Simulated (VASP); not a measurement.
# C in VASP: notebook

C is run at these levels: LDA; tasks: single point.

All numbers are computed with VASP 6.6.1; they aren't measurements. Logs are shortened: lines on timing, memory, paths and dates and some standing lists are left out, and cuts for length are marked.

### Step 1. The cell of the first run

The typed cell holds 2 atoms: a = 2.431 Å, b = 2.431 Å, c = 3.272 Å, α = 111.87°, β = 111.87°, γ = 59.98°.

### Step 2. Single point, LDA

File INCAR:

```
PREC = Accurate
ENCUT = 520
EDIFF = 1E-6
ISMEAR = 0
SIGMA = 0.02
LREAL = False
LASPH = True
NELM = 60
ALGO = Normal
ISIF = 2
LWAVE = False
LCHARG = False
NBANDS = 11
```

File KPOINTS:

```
regular mesh
0
Gamma
  14 14 8
```

File POSCAR:

```
C
1.0
    2.1056747163     -1.2152640698     -0.0132772707
    2.1056747163      1.2152640698     -0.0132772707
   -1.3886637550      0.0000000000      2.9626832810
C
2
Direct
    0.8335297931      0.8335297931      0.0007188300
    0.1664702069      0.1664702069      0.9992811700
```

Potentials or basis: VASP PAW LDA potentials, release 64 (C).

Command:

```
> cat potpaw_LDA.64/C/POTCAR > POTCAR
> mpirun -np 1 vasp_std > vasp.out
```

OUTCAR:

```text
PREC = Accurate
   ENCUT = 520
   EDIFF = 1E-6
   ISMEAR = 0
   LREAL = False
   LASPH = True
   NELM = 60
   ISIF = 2

 ion  position               nearest neighbor table
   1  0.834  0.834  0.001-   2 1.40   2 1.40   2 1.40
   2  0.166  0.166  0.999-   1 1.40   1 1.40   1 1.40

  LATTYP: Found a base centered monoclinic cell.
 ALAT       =     4.2114331512
 B/A-ratio  =     0.5771261355
 C/A-ratio  =     0.7769288684
 COS(beta)  =    -0.4301111787

  Lattice vectors:

 A1 = (   2.1056747163,  -1.2152640698,  -0.0132772707)
 A2 = (   2.1056747163,   1.2152640698,  -0.0132772707)
 A3 = (  -1.3886637550,   0.0000000000,   2.9626832810)

Analysis of symmetry for initial positions (statically):
=====================================================================
 Subroutine PRICEL returns:
 Original cell was already a primitive cell.

 Routine SETGRP: Setting up the symmetry group for a
 base centered monoclinic supercell.

 Subroutine GETGRP returns: Found  4 space group operations
 (whereof  4 operations were pure point group operations)
 out of a pool of  4 trial point group operations.

The static configuration has the point symmetry C_2h.

Analysis of symmetry for dynamics (positions and initial velocities):
=====================================================================
 Subroutine PRICEL returns:
 Original cell was already a primitive cell.

 Routine SETGRP: Setting up the symmetry group for a
 base centered monoclinic supercell.

 Subroutine GETGRP returns: Found  4 space group operations
 (whereof  4 operations were pure point group operations)
 out of a pool of  4 trial point group operations.

The dynamic configuration has the point symmetry C_2h.

 Subroutine INISYM returns: Found  4 space group operations
 (whereof  4 operations are pure point group operations),
 and found     1 'primitive' translations

----------------------------------------------------------------------------------------

                                     Primitive cell

  volume of cell :      15.1179

  direct lattice vectors                    reciprocal lattice vectors
     2.105674716 -1.215264070 -0.013277271     0.238157452 -0.411433212  0.111628747
     2.105674716  1.215264070 -0.013277271     0.238157452  0.411433212  0.111628747
    -1.388663755  0.000000000  2.962683281     0.002134606  0.000000000  0.338532389

  length of vectors
     2.431236117  2.431236117  3.271983993     0.488320834  0.488320834  0.338539119

  position of ions in fractional coordinates (direct lattice)
     0.833529793  0.833529793  0.000718830
     0.166470207  0.166470207  0.999281170

  ion indices of the primitive-cell ions
   primitive index   ion index
                 1           1
                 2           2

----------------------------------------------------------------------------------------

 KPOINTS: regular mesh

Automatic generation of k-mesh.
 Grid dimensions read from file:
 generate k-points for:   14   14    8

 Generating k-lattice:

  Cartesian coordinates                     Fractional coordinates (reciprocal lattice)
     0.017011247 -0.029388087  0.007973482     0.071428571 -0.000000000 -0.000000000
     0.017011247  0.029388087  0.007973482    -0.000000000  0.071428571 -0.000000000
     0.000266826  0.000000000  0.042316549     0.000000000  0.000000000  0.125000000

  Length of vectors
     0.034880060  0.034880060  0.042317390

  Shift w.r.t. Gamma in fractional coordinates (k-lattice)
     0.000000000  0.000000000  0.000000000

 Subroutine IBZKPT returns following result:
 ===========================================

 Found    429 irreducible k-points:

 Following reciprocal coordinates:
            Coordinates               Weight
  0.000000  0.000000  0.000000      1.000000
  0.071429 -0.000000  0.000000      4.000000
  0.142857 -0.000000  0.000000      4.000000
  0.214286 -0.000000  0.000000      4.000000
  0.285714 -0.000000  0.000000      4.000000
  0.357143 -0.000000  0.000000      4.000000
[... 16 lines left out ...]
  0.214286  0.142857  0.000000      4.000000
  0.285714  0.142857  0.000000      4.000000
 [... further k-points ...]
   k-points           NKPTS =    429   k-points in BZ     NKDIM =    429   number of bands    NBANDS=     11
   number of dos      NEDOS =    301   number of ions     NIONS =      2
   total plane-waves  NPLWV =   7776
   dimension x,y,z NGX =    18 NGY =   18 NGZ =   24
   dimension x,y,z NGXF=    36 NGYF=   36 NGZF=   48
   ions per type =               2
   NGX,Y,Z   is equivalent  to a cutoff of  12.31, 12.31, 12.19 a.u.
   NGXF,Y,Z  is equivalent  to a cutoff of  24.62, 24.62, 24.39 a.u.
 SYSTEM =  unknown system
   PREC   = accura    normal or accurate (medium, high low for compatibility)
   ISTART =      0    job   : 0-new  1-cont  2-samecut
   ICHARG =      2    charge: 1-file 2-atom 10-const
   ISPIN  =      1    spin polarized calculation?
   LNONCOLLINEAR =      F non collinear calculations
   LSORBIT =      F    spin-orbit coupling
   LASPH  =      T    aspherical Exc in radial PAW
   ENCUT  =  520.0 eV  38.22 Ry    6.18 a.u.   4.52  4.52  6.08*2*pi/ulx,y,z
   NELM   =     60;   NELMIN=  2; NELMDL= -5     # of ELM steps
   EDIFF  = 0.1E-05   stopping-criterion for ELM
   LREAL  =      F    real-space projection
   EDIFFG = 0.1E-04   stopping-criterion for IOM
   NSW    =      0    number of steps for IOM
   IBRION =     -1    ionic relax: 0-MD 1-quasi-New 2-CG
   NFREE  =      0    steps in history (QN), initial steepest desc. (CG)
   ISIF   =      2    stress and relaxation
   ISYM   =      2    0-nonsym 1-usesym 2-fastsym
   POTIM  = 0.5000    time-step for ionic-motion
   TEBEG  =    0.0;   TEEND  =   0.0 temperature during run
   PSTRESS=    0.0 pullay stress
   NELECT =       8.0000    total number of electrons
   NUPDOWN=      -1.0000    fix difference up-down
   EMIN   =  10.00;   EMAX   =-10.00  energy-range for DOS
   EFERMI =   0.00;   METHOD = LEGACY
   ISMEAR =     0;   SIGMA  =   0.02  broadening in eV -4-tet -1-fermi 0-gaus
   EFERMI_NEDOS =   21; number of points for ismear=-14 and -15
   IALGO  =     38    algorithm
   IMIX   =      4    mixing-type and parameters
     AMIX     =   0.40;   BMIX     =  1.00
     AMIX_MAG =   1.60;   BMIX_MAG =  1.00
  volume/ion in A,a.u.               =       7.56        51.01
  Fermi-wavevector in a.u.,A,eV,Ry     =   1.324161  2.502302 23.856502  1.753403
  Thomas-Fermi vector in A             =   2.453716
   LORBIT       =      0    0 simple, 1 ext, 2 COOP (PROOUT), +10 PAW based schemes
   GGA     = CA    functional components
   LHFCALC =     F    Hartree Fock is set to
   AEXX    =    0.0000 exact exchange contribution
   IVDW    =     0    specifies the selected vdW correction
   LEPSILON=     F    determine dielectric tensor
   LRPA    =     F    only Hartree local field effects (RPA)
 non-spin polarized calculation
 Gauss-broadening in eV      SIGMA  =   0.02
  energy-cutoff  :      520.00
  volume of cell :       15.12
 maximum number of plane-waves:       422
   NGX =  9   NGY =  9   NGZ = 13

 number of electron       8.0000002 magnetization

 Free energy of the ion-electron system (eV)
  ---------------------------------------------------
  ext. energy  EPLUGINS =         0.00000000
  ---------------------------------------------------
  free energy    TOTEN  =       -20.18087377 eV

  energy without entropy =      -20.18087351  energy(sigma->0) =      -20.18087364

 E-fermi :   6.1598     XC(G=0): -11.6626

 val. band max:        6.1164063725   @ k =  -0.3571   0.3571   0.5000
 cond. band min:       6.2031245344   @ k =  -0.3571   0.3571   0.5000
 fundamental gap:      0.0867181619
 Fermi energy:         6.1597653802

 k-point     1 :       0.0000    0.0000    0.0000
  band No.  band energies     occupation
      1     -13.9288      2.00000
      2       0.1774      2.00000
      3       3.1329      2.00000
      4       3.1409      2.00000
      5      11.2786      0.00000
      6      14.7132      0.00000
      7      14.7378      0.00000
      8      17.6575      0.00000
      9      20.1337      0.00000
     10      29.2501      0.00000
     11      33.6090      0.00000

 k-point     2 :       0.0714   -0.0000    0.0000
  band No.  band energies     occupation
      1     -13.7995      2.00000
      2       0.2888      2.00000
      3       2.6548      2.00000
      4       2.8790      2.00000
      5      11.4597      0.00000
      6      14.8109      0.00000
      7      15.2503      0.00000
      8      17.2118      0.00000
      9      20.3171      0.00000
     10      29.6487      0.00000
     11      31.9222      0.00000

 k-point     3 :       0.1429   -0.0000    0.0000
  band No.  band energies     occupation
      1     -13.4129      2.00000
      2       0.6219      2.00000
      3       1.3868      2.00000
      4       2.2351      2.00000
      5      12.0007      0.00000
      6      14.8888      0.00000
      7      16.0398      0.00000
      8      16.6953      0.00000
      9      20.8818      0.00000
     10      29.1267      0.00000
     11      30.3574      0.00000
[... 267 lines left out ...]
 k-point    23 :       0.2143    0.1429    0.0000
  band No.  band energies     occupation
      1     -12.9661      2.00000
      2       0.4927      2.00000
      3       0.5669      2.00000
      4       1.4764      2.00000
      5      13.2166      0.00000
      6      14.6697      0.00000
      7      15.3726      0.00000
      8      17.5085      0.00000
      9      21.7014      0.00000
     10      26.7693      0.00000
     11      31.2081      0.00000

 k-point    24 :       0.2857    0.1429    0.0000
  band No.  band energies     occupation
      1     -12.3133      2.00000
      2      -0.6827      2.00000
      3       0.3926      2.00000
      4       0.9984      2.00000
      5      13.3937      0.00000
      6      14.2471      0.00000
      7      16.1176      0.00000
      8      18.0296      0.00000
      9      22.8961      0.00000
     10      24.8579      0.00000
     11      30.8948      0.00000

 [... further k-points ...]

------------------------ aborting loop because EDIFF is reached ----------------------------------------

  FORCE on cell =-STRESS in cart. coord.  units (eV):
  Direction    XX          YY          ZZ          XY          YZ          ZX
  --------------------------------------------------------------------------------------
  -------------------------------------------------------------------------------------
  Total        0.8911091      0.8903129      0.7401977      0.0000000      0.0000000     -0.0012310
  in kB       94.4386501     94.3542709     78.4452369      0.0000000      0.0000000     -0.1304589
  external PRESSURE =      89.0793859 kB  Pullay stress =       0.0000000 kB

 VOLUME and BASIS-vectors are now :
 -----------------------------------------------------------------------------
  energy-cutoff  :      520.00
  volume of cell :       15.12
      direct lattice vectors                 reciprocal lattice vectors
     2.105674716 -1.215264070 -0.013277271     0.238157452 -0.411433212  0.111628747
     2.105674716  1.215264070 -0.013277271     0.238157452  0.411433212  0.111628747
    -1.388663755  0.000000000  2.962683281     0.002134606  0.000000000  0.338532389

 POSITION                                       TOTAL-FORCE (eV/Angst)
 -----------------------------------------------------------------------------------
      3.50929      0.00000     -0.02000        -0.000833      0.000000      0.001414
     -0.68660      0.00000      2.95613         0.000833      0.000000     -0.001414
 -----------------------------------------------------------------------------------
    total drift:                               -0.000000     -0.000000      0.000000

  FREE ENERGIE OF THE ION-ELECTRON SYSTEM (eV)
  ---------------------------------------------------
  free  energy   TOTEN  =       -20.1808737716 eV

  energy  without entropy=      -20.1808735098  energy(sigma->0) =      -20.18087364
```

Run time: 55 s. Hardware: 1 thread of Intel Xeon Platinum 8375C at 2.90GHz (Ice Lake), shared host; peak memory 0.15 GiB.

Results:

| Item | Value |
| --- | --- |
| Free energy | -20.1809 eV |
| Pressure | 8.9 GPa |
| Band gap on the k mesh | 0.09 eV, direct |

Stress tensor (GPa, compression positive):
```
 9.44  0.00 -0.01
 0.00  9.44  0.00
-0.01  0.00  7.84
```

Levels at points of the mesh, in eV from the valence-band top:
```csv
k point,band 1,band 2,band 3,band 4,band 5,band 6,band 7,band 8,band 9
"(0.00, 0.00, 0.00)",-20.05,-5.94,-2.98,-2.98,5.16,8.60,8.62,11.54,14.02
"(0.50, 0.00, 0.00)",-14.34,-13.56,-6.43,-1.76,2.11,8.34,12.54,13.51,19.61
"(0.50, 0.50, 0.00)",-14.04,-13.33,-6.60,-3.21,0.95,7.37,14.27,17.30,20.57
"(0.00, 0.00, 0.50)",-19.27,-9.59,-3.04,-3.04,8.46,8.48,12.08,13.41,13.72
"(0.50, 0.00, 0.50)",-14.04,-13.33,-6.60,-3.19,0.96,7.36,14.26,17.27,20.57
"(0.50, 0.50, 0.50)",-14.35,-13.56,-6.43,-1.76,2.13,8.35,12.53,13.48,19.61
```

[end of part 1 of 3]
